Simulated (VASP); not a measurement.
# NbH in VASP: single point with PBEsol

Aim: the single point of NbH with PBEsol.

All numbers are computed with VASP 6.6.1; they aren't measurements. Logs are shortened: lines on timing, memory, paths and dates and some standing lists are left out, and cuts for length are marked.

### Step 1. The cell of the first run

The cell holds a slab with vacuum, 8 atoms: a = 3.017 Å, b = 3.017 Å, c = 22.742 Å, α = 90.00°, β = 90.00°, γ = 115.63°.

### Step 2. Single point, PBEsol

Input file INCAR:

```
SYSTEM = NbH
  ALGO = Normal
  DIPOL = 0.5 0.5 0.500
  EDIFF = 1E-6
  ENCUT = 400
  GGA = PS
  GGA_COMPAT = .FALSE.
  IDIPOL = 3
  ISIF = 2
  ISMEAR = 1
  LASPH = .TRUE.
  LCHARG = .FALSE.
  LDIPOL = .TRUE.
  LREAL = .FALSE.
  LWAVE = .FALSE.
  NBANDS = 38
  NELM = 120
  NELMDL = -8
  PREC = Accurate
  SIGMA = 0.05
```

Input file KPOINTS:

```
k-points
0
G
  6 6 1
  0 0 0
```

Input file POSCAR:

```
NbH
1.0
    3.0169715035      0.0000000000      0.0000000000
   -1.3051003147      2.7200790838      0.0000000000
    0.0000000000      0.0000000000     22.7416848009
Nb H
4 4
Direct
    0.0000000000      0.0000000000      0.3078048114
    0.3960765255      0.6039234745      0.4176306334
    0.7921530511      0.2078469489      0.5274564555
    0.1882295766      0.8117704234      0.6372822776
    0.6980382628      0.3019617372      0.3627177224
    0.0941147883      0.9058852117      0.4725435445
    0.4901913138      0.5098086862      0.5823693666
    0.8862678394      0.1137321606      0.6921951886
```

Potentials or basis: VASP PAW PBE potentials, release 64 (Nb_sv, H).

Command:

```
$ cat potpaw_PBE.64/Nb_sv/POTCAR potpaw_PBE.64/H/POTCAR > POTCAR
$ mpirun -np 1 vasp_std > vasp.out
```

OUTCAR:

```text
SYSTEM = NbH
   EDIFF = 1E-6
   ENCUT = 400
   GGA = PS
   ISIF = 2
   ISMEAR = 1
   LASPH = .TRUE.
   LREAL = .FALSE.
   NELM = 120
   NELMDL = -8
   PREC = Accurate

 ion  position               nearest neighbor table
   1  0.000  0.000  0.308-   2 3.02   2 3.02
   2  0.396  0.604  0.418-   1 3.02   1 3.02   3 3.02   3 3.02
   3  0.792  0.208  0.527-   2 3.02   2 3.02   4 3.02   4 3.02
   4  0.188  0.812  0.637-   3 3.02   3 3.02
   5  0.698  0.302  0.363-
   6  0.094  0.906  0.473-
   7  0.490  0.510  0.582-
   8  0.886  0.114  0.692-

  LATTYP: Found a base centered orthorhombic cell.
 ALAT       =     3.2139280000
 B/A-ratio  =     1.5889507934
 C/A-ratio  =     7.0759783047

  Lattice vectors:

 A1 = (   3.0169715035,   0.0000000000,   0.0000000000)
 A2 = (  -1.3051003147,   2.7200790838,   0.0000000000)
 A3 = (   0.0000000000,   0.0000000000,  22.7416848009)

Analysis of symmetry for initial positions (statically):
=====================================================================
 Subroutine PRICEL returns:
 Original cell was already a primitive cell.

 Routine SETGRP: Setting up the symmetry group for a
 base centered orthorhombic supercell.

 Subroutine GETGRP returns: Found  2 space group operations
 (whereof  2 operations were pure point group operations)
 out of a pool of  8 trial point group operations.

The static configuration has the point symmetry C_1h.

Analysis of symmetry for dynamics (positions and initial velocities):
=====================================================================
 Subroutine PRICEL returns:
 Original cell was already a primitive cell.

 Routine SETGRP: Setting up the symmetry group for a
 base centered orthorhombic supercell.

 Subroutine GETGRP returns: Found  2 space group operations
 (whereof  2 operations were pure point group operations)
 out of a pool of  8 trial point group operations.

The dynamic configuration has the point symmetry C_1h.

 Subroutine INISYM returns: Found  2 space group operations
 (whereof  2 operations are pure point group operations),
 and found     1 'primitive' translations

----------------------------------------------------------------------------------------

                                     Primitive cell

  volume of cell :     186.6274

  direct lattice vectors                    reciprocal lattice vectors
     3.016971504  0.000000000  0.000000000     0.331458219  0.159034430  0.000000000
    -1.305100315  2.720079084  0.000000000     0.000000000  0.367636370  0.000000000
     0.000000000  0.000000000 22.741684801     0.000000000  0.000000000  0.043972116

  length of vectors
     3.016971504  3.016971504 22.741684801     0.367636370  0.367636370  0.043972116

  position of ions in fractional coordinates (direct lattice)
     0.000000000  0.000000000  0.307804811
     0.396076525  0.603923475  0.417630633
     0.792153051  0.207846949  0.527456456
     0.188229577  0.811770423  0.637282278
     0.698038263  0.301961737  0.362717722
     0.094114788  0.905885212  0.472543544
     0.490191314  0.509808686  0.582369367
     0.886267839  0.113732161  0.692195189

  ion indices of the primitive-cell ions
   primitive index   ion index
                 1           1
                 2           2
                 3           3
                 4           4
                 5           5
                 6           6
                 7           7
                 8           8

----------------------------------------------------------------------------------------

 KPOINTS: k-points

Automatic generation of k-mesh.
 Grid dimensions read from file:
 generate k-points for:    6    6    1

 Generating k-lattice:

  Cartesian coordinates                     Fractional coordinates (reciprocal lattice)
     0.055243036  0.026505738  0.000000000     0.166666667  0.000000000  0.000000000
     0.000000000  0.061272728  0.000000000     0.000000000  0.166666667  0.000000000
     0.000000000  0.000000000  0.043972116     0.000000000  0.000000000  1.000000000

  Length of vectors
     0.061272728  0.061272728  0.043972116

  Shift w.r.t. Gamma in fractional coordinates (k-lattice)
     0.000000000  0.000000000  0.000000000

 Subroutine IBZKPT returns following result:
 ===========================================

 Found     13 irreducible k-points:

 Following reciprocal coordinates:
            Coordinates               Weight
  0.000000  0.000000  0.000000      1.000000
  0.166667  0.000000  0.000000      4.000000
  0.333333  0.000000  0.000000      4.000000
  0.500000  0.000000  0.000000      2.000000
  0.166667  0.166667  0.000000      2.000000
  0.333333  0.166667  0.000000      4.000000
  0.500000  0.166667  0.000000      4.000000
 -0.333333  0.166667  0.000000      4.000000
 -0.166667  0.166667  0.000000      2.000000
  0.333333  0.333333  0.000000      2.000000
  0.500000  0.333333  0.000000      4.000000
 -0.333333  0.333333  0.000000      2.000000
  0.500000  0.500000  0.000000      1.000000
   k-points           NKPTS =     13   k-points in BZ     NKDIM =     13   number of bands    NBANDS=     38
   number of dos      NEDOS =    301   number of ions     NIONS =      8
   total plane-waves  NPLWV =  60000
   dimension x,y,z NGX =    20 NGY =   20 NGZ =  150
   dimension x,y,z NGXF=    40 NGYF=   40 NGZF=  300
   ions per type =               4   4
   NGX,Y,Z   is equivalent  to a cutoff of  11.02, 11.02, 10.97 a.u.
   NGXF,Y,Z  is equivalent  to a cutoff of  22.04, 22.04, 21.93 a.u.
 SYSTEM =  NbH
   PREC   = accura    normal or accurate (medium, high low for compatibility)
   ISTART =      0    job   : 0-new  1-cont  2-samecut
   ICHARG =      2    charge: 1-file 2-atom 10-const
   ISPIN  =      1    spin polarized calculation?
   LNONCOLLINEAR =      F non collinear calculations
   LSORBIT =      F    spin-orbit coupling
   LASPH  =      T    aspherical Exc in radial PAW
   ENCUT  =  400.0 eV  29.40 Ry    5.42 a.u.   4.92  4.92 37.09*2*pi/ulx,y,z
   NELM   =    120;   NELMIN=  2; NELMDL= -8     # of ELM steps
   EDIFF  = 0.1E-05   stopping-criterion for ELM
   LREAL  =      F    real-space projection
   EDIFFG = 0.1E-04   stopping-criterion for IOM
   NSW    =      0    number of steps for IOM
   IBRION =     -1    ionic relax: 0-MD 1-quasi-New 2-CG
   NFREE  =      0    steps in history (QN), initial steepest desc. (CG)
   ISIF   =      2    stress and relaxation
   ISYM   =      2    0-nonsym 1-usesym 2-fastsym
   POTIM  = 0.5000    time-step for ionic-motion
   TEBEG  =    0.0;   TEEND  =   0.0 temperature during run
   PSTRESS=    0.0 pullay stress
   NELECT =      56.0000    total number of electrons
   NUPDOWN=      -1.0000    fix difference up-down
   EMIN   =  10.00;   EMAX   =-10.00  energy-range for DOS
   EFERMI =   0.00;   METHOD = LEGACY
   ISMEAR =     1;   SIGMA  =   0.05  broadening in eV -4-tet -1-fermi 0-gaus
   EFERMI_NEDOS =   21; number of points for ismear=-14 and -15
   IALGO  =     38    algorithm
   IMIX   =      4    mixing-type and parameters
     AMIX     =   0.40;   BMIX     =  1.00
     AMIX_MAG =   1.60;   BMIX_MAG =  1.00
  volume/ion in A,a.u.               =      23.33       157.43
  Fermi-wavevector in a.u.,A,eV,Ry     =   1.096005  2.071148 16.343673  1.201226
  Thomas-Fermi vector in A             =   2.232339
   LORBIT       =      0    0 simple, 1 ext, 2 COOP (PROOUT), +10 PAW based schemes
   GGA     = PS    functional components
   LHFCALC =     F    Hartree Fock is set to
   AEXX    =    0.0000 exact exchange contribution
   IVDW    =     0    specifies the selected vdW correction
   LEPSILON=     F    determine dielectric tensor
   LRPA    =     F    only Hartree local field effects (RPA)
 non-spin polarized calculation
 Methfessel and Paxton  Order N= 1 SIGMA  =   0.05
  energy-cutoff  :      400.00
  volume of cell :      186.63
 maximum number of plane-waves:      3450
   NGX =  9   NGY =  9   NGZ = 75

 dipolmoment           0.000000      0.000000      0.010827 electrons x Angstroem

 number of electron      55.9999999 magnetization

 dipolmoment           0.000000      0.000000     -0.009514 electrons x Angstroem

 Free energy of the ion-electron system (eV)
  ---------------------------------------------------
  ext. energy  EPLUGINS =         0.00000000
  ---------------------------------------------------
  free energy    TOTEN  =       -56.13099872 eV

  energy without entropy =      -56.13123205  energy(sigma->0) =      -56.13107650

 E-fermi :   2.2472     XC(G=0):  -6.4007

 val. band max:        2.2025988325   @ k =  -0.3333   0.3333   0.0000
 cond. band min:       2.2536223691   @ k =   0.1667   0.1667   0.0000
 fundamental gap:      0.0510235366
 Fermi energy:         2.2471639653

 k-point     1 :       0.0000    0.0000    0.0000
  band No.  band energies     occupation
      1     -52.8943      2.00000
      2     -52.7424      2.00000
      3     -52.6828      2.00000
      4     -52.6232      2.00000
      5     -29.3299      2.00000
      6     -29.1036      2.00000
[... 30 lines left out ...]
     37       4.1987      0.00000
     38       4.6822      0.00000

 k-point     2 :       0.1667    0.0000    0.0000
  band No.  band energies     occupation
      1     -52.8717      2.00000
      2     -52.7168      2.00000
      3     -52.6626      2.00000
      4     -52.6080      2.00000
      5     -29.2668      2.00000
      6     -29.0815      2.00000
[... 30 lines left out ...]
     37       4.1617      0.00000
     38       4.7125      0.00000
[... 408 lines left out ...]
     37       5.0222      0.00000
     38       5.2131      0.00000

 k-point    13 :       0.5000    0.5000    0.0000
  band No.  band energies     occupation
      1     -52.7750      2.00000
      2     -52.6120      2.00000
      3     -52.5687      2.00000
      4     -52.5255      2.00000
      5     -29.3538      2.00000
      6     -29.2582      2.00000
[... 30 lines left out ...]
     37       6.4121      0.00000
     38       6.5440      0.00000

------------------------ aborting loop because EDIFF is reached ----------------------------------------

 vacuum level on the upper side and lower side of the slab       (xc-potential included)        -0.350        -0.167

  FORCE on cell =-STRESS in cart. coord.  units (eV):
  Direction    XX          YY          ZZ          XY          YZ          ZX
  --------------------------------------------------------------------------------------
  -------------------------------------------------------------------------------------
  Total       -9.0863800     -8.4611286     -5.5789635      0.6515719      0.1858099     -0.2952395
  in kB      -78.0056581    -72.6379371    -47.8948399      5.5936794      1.5951591     -2.5346016
  external PRESSURE =     -66.1794784 kB  Pullay stress =       0.0000000 kB

 VOLUME and BASIS-vectors are now :
 -----------------------------------------------------------------------------
  energy-cutoff  :      400.00
  volume of cell :      186.63
      direct lattice vectors                 reciprocal lattice vectors
     3.016971504  0.000000000  0.000000000     0.331458219  0.159034430  0.000000000
    -1.305100315  2.720079084  0.000000000     0.000000000  0.367636370  0.000000000
     0.000000000  0.000000000 22.741684801     0.000000000  0.000000000  0.043972116

 POSITION                                       TOTAL-FORCE (eV/Angst)
 -----------------------------------------------------------------------------------
      0.00000      0.00000      7.00000         0.040328     -0.025380      0.539704
      0.40677      1.64272      9.49762        -0.050798      0.031969     -0.146842
      2.11864      0.56536     11.99525         0.055175     -0.034724      0.141397
     -0.49156      2.20808     14.49287         0.342349     -0.215456      0.088319
      1.71187      0.82136      8.24881        -0.066348      0.041756      0.041148
     -0.89833      2.46408     10.74644        -0.019148      0.012051      0.016526
      0.81354      1.38672     13.24406         0.101095     -0.063624      0.087525
      2.52541      0.30936     15.74168        -0.402653      0.253408     -0.767777
 -----------------------------------------------------------------------------------
    total drift:                               -0.000390      0.000245     -0.000908

  FREE ENERGIE OF THE ION-ELECTRON SYSTEM (eV)
  ---------------------------------------------------
  free  energy   TOTEN  =       -56.1309987233 eV

  energy  without entropy=      -56.1312320547  energy(sigma->0) =      -56.13107650

 vacuum level on the upper side and lower side of the slab         6.590         6.749
```

Run time: 94 s. Hardware: 1 thread of Intel Xeon 6975P-C (Granite Rapids), shared host; peak memory 0.23 GiB.

What came out:

| Quantity | Value |
| --- | --- |
| Free energy | -56.1310 eV |
| Largest force | 0.903 eV/Å |
| Band gap on the k mesh | zero (bands 28 and 29 overlap by 0.41 eV) |

Forces on the atoms (eV/Å):
```
Nb   0.040 -0.025  0.540
Nb  -0.051  0.032 -0.147
Nb   0.055 -0.035  0.141
Nb   0.342 -0.215  0.088
H   -0.066  0.042  0.041
H   -0.019  0.012  0.017
H    0.101 -0.064  0.088
H   -0.403  0.253 -0.768
```

Caveat: the k points lie up to 0.38 Å⁻¹ apart; the PAW data sets were made with another functional, which shifts forces and pressure a little.

The gap in the log of VASP goes by the Fermi energy; the results here count the filled bands.